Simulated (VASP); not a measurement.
# As (R-3m) in VASP: further runs, part 2 of 3

VASP 6.6.1. Earlier steps stand in the parts before.

### 5 Elastic constants, PBE

INCAR reads:

```
PREC     = Accurate       # precision mode
ENCUT    = 600            # plane-wave cutoff, eV
EDIFF    = 1E-8           # SCF threshold, eV
ISMEAR   = -1             # smearing method
SIGMA    = 0.05           # smearing width, eV
LREAL    = False          # projectors in reciprocal space
LASPH    = True           # aspherical terms in the spheres
NELM     = 60             # most SCF steps
ALGO     = Normal         # electronic algorithm
ISIF     = 3              # what is computed and relaxed
LWAVE    = False          # write WAVECAR
LCHARG   = True           # write CHGCAR
GGA      = PE             # functional
NBANDS   = 12             # bands
IBRION   = 6              # ionic algorithm
NFREE    = 2            
POTIM    = 0.015          # step
NSW      = 1              # ionic steps
```

KPOINTS reads:

```
Automatic mesh
0
Gamma
  7 7 7
```

POSCAR reads:

```
As
1.0
    1.8807968987      1.0858785957      3.5140619945
   -1.8807968987      1.0858785957      3.5140619945
    0.0000000000     -2.1717571915      3.5140619945
As
2
Direct
    0.2260000000      0.2260000000      0.2260000000
    0.7740000000      0.7740000000      0.7740000000
```

Command:

```
$ cat potpaw_PBE.64/As/POTCAR > POTCAR
$ mpirun -np 1 vasp_std > vasp.out
```

Run time: 5 min. Hardware: 1 thread of Intel Xeon 6975P-C (Granite Rapids), shared host; peak memory 0.35 GiB.

It converged, with:

```yaml
Voigt_bulk_modulus: 63 GPa
Highest_phonon_frequency_at_Γ: 261 cm⁻¹
```

Phonon frequencies in cm⁻¹ (negative: imaginary):
```
              q point        frequencies
(0.000, 0.000, 0.000)  0 0 0 201 201 261
```

Elastic tensor in Voigt notation (GPa, in the Cartesian axes of the cell as first typed):
```
127  63  38 -19   0   0
 63 127  38  19   0   0
 38  38  35   0   0   0
-19  19   0  36   0   0
  0   0   0   0  36 -19
  0   0   0   0 -19  32
```

Clamped-ion elastic tensor (GPa):
```
148  69  60 -35   0   0
 69 148  60  35   0   0
 60  60  67   0   0   0
-35  35   0  73   0   0
  0   0   0   0  73 -35
  0   0   0   0 -35  40
```

Caveat: the cell is under stress, which shifts elastic constants.

### 6 Elastic constants, PBEsol

INCAR reads:

```
  PREC = Accurate
  ENCUT = 600
  EDIFF = 1E-8
  ISMEAR = -1
  SIGMA = 0.05
  LREAL = F
  LASPH = T
  NELM = 80
  ALGO = Normal
  ISIF = 3
  LWAVE = F
  LCHARG = T
  GGA = PS
  IBRION = 6
  NFREE = 2
  POTIM = 0.015
  NSW = 1
```

KPOINTS is that of step 5.

POSCAR is that of step 5.

Potentials or basis: VASP PAW PBE potentials, release 64 (As).

Command:

```
$ cat potpaw_PBE.64/As/POTCAR > POTCAR
$ mpirun -np 1 vasp_std > vasp.out
```

OUTCAR:

```text
PREC = Accurate
   ENCUT = 600
   EDIFF = 1E-8
   ISMEAR = -1
   LREAL = F
   LASPH = T
   NELM = 80
   ISIF = 3
   GGA = PS
   IBRION = 6
   NFREE = 2
   POTIM = 0.015
   NSW = 1

 ion  position               nearest neighbor table
   1  0.226  0.226  0.226-   2 2.51   2 2.51   2 2.51
   2  0.774  0.774  0.774-   1 2.51   1 2.51   1 2.51

  LATTYP: Found a trigonal (rhomboedric) cell.
 ALAT       =     4.1310000000
 COS(alpha) =     0.5854247172

  Lattice vectors:

 A1 = (   1.8807968987,   1.0858785957,   3.5140619945)
 A2 = (  -1.8807968987,   1.0858785957,   3.5140619945)
 A3 = (   0.0000000000,  -2.1717571915,   3.5140619945)

Analysis of symmetry for initial positions (statically):
=====================================================================
 Subroutine PRICEL returns:
 Original cell was already a primitive cell.

 Routine SETGRP: Setting up the symmetry group for a
 trigonal (rhombohedral) supercell.

 Subroutine GETGRP returns: Found 12 space group operations
 (whereof 12 operations were pure point group operations)
 out of a pool of 12 trial point group operations.

The static configuration has the point symmetry D_3d.

Analysis of symmetry for dynamics (positions and initial velocities):
=====================================================================
 Subroutine PRICEL returns:
 Original cell was already a primitive cell.

 Routine SETGRP: Setting up the symmetry group for a
 trigonal (rhombohedral) supercell.

 Subroutine GETGRP returns: Found 12 space group operations
 (whereof 12 operations were pure point group operations)
 out of a pool of 12 trial point group operations.

The dynamic configuration has the point symmetry D_3d.

 Subroutine INISYM returns: Found 12 space group operations
 (whereof 12 operations are pure point group operations),
 and found     1 'primitive' translations

----------------------------------------------------------------------------------------

                                     Primitive cell

  volume of cell :      43.0610

  direct lattice vectors                    reciprocal lattice vectors
     1.880796899  1.085878596  3.514061995     0.265844760  0.153485544  0.094856987
    -1.880796899  1.085878596  3.514061995    -0.265844760  0.153485544  0.094856987
     0.000000000 -2.171757191  3.514061995     0.000000000 -0.306971087  0.094856987

  length of vectors
     4.131000000  4.131000000  4.131000000     0.321292852  0.321292852  0.321292852

  position of ions in fractional coordinates (direct lattice)
     0.226000000  0.226000000  0.226000000
     0.774000000  0.774000000  0.774000000

  ion indices of the primitive-cell ions
   primitive index   ion index
                 1           1
                 2           2
[... 311 lines left out ...]
  energy without entropy =      -10.21171536  energy(sigma->0) =      -10.21295120

 E-fermi :   5.3150     XC(G=0): -10.1031

 val. band max:        5.3026609924   @ k =   0.4286   0.0000  -0.0000
 cond. band min:       5.3261346998   @ k =   0.4286   0.2857   0.2857
 fundamental gap:      0.0234737074
 Fermi energy:         5.3149819890

 k-point     1 :       0.0000    0.0000    0.0000
  band No.  band energies     occupation
      1      -9.7719      2.00000
      2      -0.4293      2.00000
      3       2.8917      2.00000
      4       3.2671      2.00000
      5       3.2671      2.00000
      6       6.8176      0.00000
      7       8.2062      0.00000
      8       8.2062      0.00000
      9      12.1906      0.00000
[... 265 lines left out ...]
 k-point    24 :       0.4286    0.2857    0.1429
  band No.  band energies     occupation
      1      -8.4150      2.00000
      2      -3.4541      2.00000
      3       0.5244      2.00000
      4       1.8025      2.00000
      5       4.2875      2.00000
      6       7.0470      0.00000
      7       8.3195      0.00000
      8       9.2461      0.00000
      9      11.2878      0.00000

 [... further k-points ...]

------------------------ aborting loop because EDIFF is reached ----------------------------------------

  FORCE on cell =-STRESS in cart. coord.  units (eV):
  Direction    XX          YY          ZZ          XY          YZ          ZX
  --------------------------------------------------------------------------------------
  -------------------------------------------------------------------------------------
  Total        0.3481197      0.3481197      0.0977416     -0.0000000     -0.0000000      0.0000000
  in kB       12.9525523     12.9525523      3.6366898     -0.0000000     -0.0000000      0.0000000
  external PRESSURE =       9.8472648 kB  Pullay stress =       0.0000000 kB
[... 17 lines left out ...]
  FREE ENERGIE OF THE ION-ELECTRON SYSTEM (eV)
  ---------------------------------------------------
  free  energy   TOTEN  =       -10.2141870317 eV

  energy  without entropy=      -10.2117153608  energy(sigma->0) =      -10.21295120

 INTERNAL STRAIN TENSORS FROM STRAINED CELLS
 ============================================

 INTERNAL STRAIN TENSOR FOR ION    1 for displacements in x,y,z  (eV/Angst):
          X           Y           Z          XY          YZ          ZX
  --------------------------------------------------------------------------------
  x     0.00000     0.00000     0.00000     3.09359     0.00000    -7.32280
  y     3.02221    -3.17725     0.00000    -0.00001    -7.71997     0.00057
  z    -5.76849    -5.81271    -9.51270    -0.00024     0.00991    -0.00013

 INTERNAL STRAIN TENSORS FROM DISPLACED ATOMS
 ============================================

 INTERNAL STRAIN TENSOR FOR ION    1 for displacements in x,y,z  (eV/Angst):
          X           Y           Z          XY          YZ          ZX
  --------------------------------------------------------------------------------
  x    -0.00000    -0.00000     0.00000     3.16092     0.00000    -7.31030
  y     3.16092    -3.16092     0.00000     0.00000    -7.31031     0.00000
  z    -5.77188    -5.77188    -9.11436     0.00000     0.00000     0.00000

 INTERNAL STRAIN TENSOR FOR ION    2 for displacements in x,y,z  (eV/Angst):
          X           Y           Z          XY          YZ          ZX
  --------------------------------------------------------------------------------
  x     0.00000     0.00000    -0.00000    -3.16092     0.00000     7.31030
  y    -3.16092     3.16092    -0.00000    -0.00000     7.31031     0.00000
  z     5.77188     5.77188     9.11436     0.00000    -0.00000     0.00000

 Eigenvectors and eigenvalues of the dynamical matrix
 ----------------------------------------------------

   1 f  =    7.730340 THz    48.571160 2PiTHz  257.856393 cm-1    31.970104 meV
             X         Y         Z           dx          dy          dz
      0.000000 -0.000000  2.382534     0.000000    0.000000   -0.707107
      0.000000 -0.000000  8.159652    -0.000000   -0.000000    0.707107
[... 11 lines left out ...]
   4 f  =    0.000000 THz     0.000001 2PiTHz    0.000004 cm-1     0.000000 meV
             X         Y         Z           dx          dy          dz
      0.000000 -0.000000  2.382534     0.041912   -0.488106   -0.509898
      0.000000 -0.000000  8.159652     0.041912   -0.488106   -0.509898

   5 f/i=    0.000000 THz     0.000000 2PiTHz    0.000000 cm-1     0.000000 meV
             X         Y         Z           dx          dy          dz
      0.000000 -0.000000  2.382534    -0.324182    0.440428   -0.448251
      0.000000 -0.000000  8.159652    -0.324182    0.440428   -0.448251

   6 f/i=    0.000000 THz     0.000000 2PiTHz    0.000002 cm-1     0.000000 meV
             X         Y         Z           dx          dy          dz
      0.000000 -0.000000  2.382534     0.627016    0.260338   -0.197673
      0.000000 -0.000000  8.159652     0.627016    0.260338   -0.197673

--------------------------------------------------------------------------------------------------------

 ELASTIC MODULI CONTR FROM IONIC RELAXATION (kBar)
 Direction    XX          YY          ZZ          XY          YZ          ZX
 --------------------------------------------------------------------------------
 XX        -204.0774    -66.5778   -213.6954     -0.0000    158.9987      0.0000
 YY         -66.5778   -204.0774   -213.6954      0.0000   -158.9987     -0.0000
 ZZ        -213.6954   -213.6954   -337.4457     -0.0000      0.0000      0.0000
 XY          -0.0000      0.0000     -0.0000    -68.7498      0.0000    158.9985
 YZ         158.9987   -158.9987      0.0000      0.0000   -367.7184     -0.0000
 ZX           0.0000     -0.0000      0.0000    158.9985     -0.0000   -367.7176
 --------------------------------------------------------------------------------

 TOTAL ELASTIC MODULI (kBar)
 Direction    XX          YY          ZZ          XY          YZ          ZX
 --------------------------------------------------------------------------------
 XX        1258.7608    598.5473    368.1825     -0.0000   -180.9812      0.0000
 YY         598.5473   1258.7608    368.1825      0.0000    180.9812     -0.0000
 ZZ         368.1825    368.1825    318.0810     -0.0000     -0.0000      0.0000
 XY          -0.0000      0.0000     -0.0000    330.1067      0.0000   -180.9812
 YZ        -180.9812    180.9812     -0.0000      0.0000    339.6821     -0.0000
 ZX           0.0000     -0.0000      0.0000   -180.9812     -0.0000    339.6825
 --------------------------------------------------------------------------------
```

OSZICAR:

```text
N       E                     dE             d eps       ncg     rms          rms(c)
DAV:   1     0.330443255583E+02    0.33044E+02   -0.47211E+03   792   0.104E+03
DAV:   2    -0.880292472277E+01   -0.41847E+02   -0.40869E+02  1227   0.127E+02
DAV:   3    -0.102456192096E+02   -0.14427E+01   -0.14345E+01   932   0.285E+01
DAV:   4    -0.102557725791E+02   -0.10153E-01   -0.10127E-01   948   0.228E+00
[... 165 lines left out ...]
DAV:   3    -0.102141894712E+02    0.39509E-04   -0.13168E-04   924   0.806E-02    0.231E-02
DAV:   4    -0.102141865147E+02    0.29565E-05   -0.21086E-05   977   0.301E-02    0.731E-03
DAV:   5    -0.102141870265E+02   -0.51182E-06   -0.12749E-06   820   0.896E-03    0.135E-03
DAV:   6    -0.102141870385E+02   -0.12027E-07   -0.53674E-08   937   0.177E-03    0.745E-04
DAV:   7    -0.102141870317E+02    0.68150E-08   -0.18347E-08   425   0.862E-04
  17 F= -.10214187E+02 E0= -.10212951E+02  d E =-.247167E-02
```

stdout:

```text
POSCAR found type information on POSCAR As
 POSCAR found :  1 types and       2 ions
 scaLAPACK will be used
 -----------------------------------------------------------------------------
|                                                                             |
|                                                                             |
|     You enforced a specific xc type in the INCAR file but a different       |
|     I HOPE YOU KNOW WHAT YOU ARE DOING!                                     |
[... 32 lines left out ...]
 Finite differences progress:
 bond charge predicted
 Finite differences progress:
 bond charge predicted
 Finite differences progress:
 bond charge predicted
 Finite differences progress:
 bond charge predicted
 Finite differences progress:
 bond charge predicted
 Finite differences progress:
 bond charge predicted
 Finite differences progress:
```

Run time: 3.6 min. Hardware: 1 thread of Intel Xeon 6975P-C (Granite Rapids), shared host; peak memory 0.32 GiB.

What came out:

```yaml
Voigt_bulk_modulus: 61 GPa
Highest_phonon_frequency_at_Γ: 258 cm⁻¹
```

Phonon frequencies in cm⁻¹ (negative: imaginary):
| q point | frequencies |
| --- | --- |
| (0.000, 0.000, 0.000) | 0 0 0 198 198 258 |

Elastic tensor in Voigt notation (GPa, in the Cartesian axes of the cell as first typed):
```
126  60  37 -18   0   0
 60 126  37  18   0   0
 37  37  32   0   0   0
-18  18   0  34   0   0
  0   0   0   0  34 -18
  0   0   0   0 -18  33
```

Clamped-ion elastic tensor (GPa):
```
146  67  58 -34   0   0
 67 146  58  34   0   0
 58  58  66   0   0   0
-34  34   0  71   0   0
  0   0   0   0  71 -34
  0   0   0   0 -34  40
```

Caveat: the PAW data sets were made with another functional, which shifts forces and pressure a little.

(Part 2 of 3 ends here.)
